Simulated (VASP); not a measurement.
Input of a VASP 6.6.1 run:

Contents of INCAR:

```
SYSTEM = CrCdC4N4
ALGO     = Normal         ! electronic algorithm
EDIFF    = 1E-6           ! SCF threshold, eV
ENCUT    = 520            ! plane-wave cutoff, eV
GGA      = PE             ! functional
ISIF     = 2              ! what is computed and relaxed
ISMEAR   = 0              ! smearing method
ISPIN    = 2              ! spin polarisation
LASPH    = .TRUE.         ! aspherical terms in the spheres
LCHARG   = .TRUE.         ! write CHGCAR
LELF     = .TRUE.         ! ELF
LMAXMIX  = 4              ! l up to which the mixer works
LORBIT   = 11             ! projections on sites
LREAL    = .FALSE.        ! projectors in reciprocal space
LVHAR    = .TRUE.       
LWAVE    = .FALSE.        ! write WAVECAR
MAGMOM   = 3 0 0 0 0 0 0 0 0 0 ! initial moments
NBANDS   = 45             ! bands
NELM     = 150            ! most SCF steps
PREC     = Accurate       ! precision mode
SIGMA    = 0.1            ! smearing width, eV
```

Contents of KPOINTS:

```
k-points
0
G
  4 4 4
  0 0 0
```

POSCAR

```
CrCdC4N4
1.0
    6.0055975000      0.0000000000      0.0000000000
    0.0000000000      6.0055975000      0.0000000000
    0.0000000000      0.0000000000      6.0055975000
Cr Cd C N
1 1 4 4
Direct
    0.5000000000      0.5000000000      0.5000000000
    0.0000000000      0.0000000000      0.0000000000
    0.1923668500      0.1923668500      0.1923668500
    0.1923668500      0.8076331500      0.8076331500
    0.8076331500      0.1923668500      0.8076331500
    0.8076331500      0.8076331500      0.1923668500
    0.3048452200      0.3048452200      0.3048452200
    0.3048452200      0.6951547800      0.6951547800
    0.6951547800      0.3048452200      0.6951547800
    0.6951547800      0.6951547800      0.3048452200
```

Potentials or basis: VASP PAW PBE potentials, release 64 (Cr_pv, Cd, C, N).

Launch:

```sh
$ cat potpaw_PBE.64/Cr_pv/POTCAR potpaw_PBE.64/Cd/POTCAR potpaw_PBE.64/C/POTCAR potpaw_PBE.64/N/POTCAR > POTCAR
$ mpirun -np 1 vasp_std > vasp.out
```

Question: What does it give for the site moments?

Answer: Cr +3.38; Cd +0.01; C +0.06; N -0.04 μB.

Question: What does it give for the net moment?

Answer: 4.00 μB per cell.

Forces in eV/Å, atoms in the order of the input:
```
Cr   0.000  0.000  0.000
Cd   0.000  0.000  0.000
C    1.519  1.519  1.519
C    1.519 -1.519 -1.519
C   -1.519  1.519 -1.519
C   -1.519 -1.519  1.519
N    0.280  0.280  0.280
N    0.280 -0.280 -0.280
N   -0.280  0.280 -0.280
N   -0.280 -0.280  0.280
```

Caveat: a cell with one magnetic atom can't hold antiferromagnetic order, which such compounds often take; forces of over 1 eV/Å act on the atoms, so gaps and moduli don't describe the material at rest.
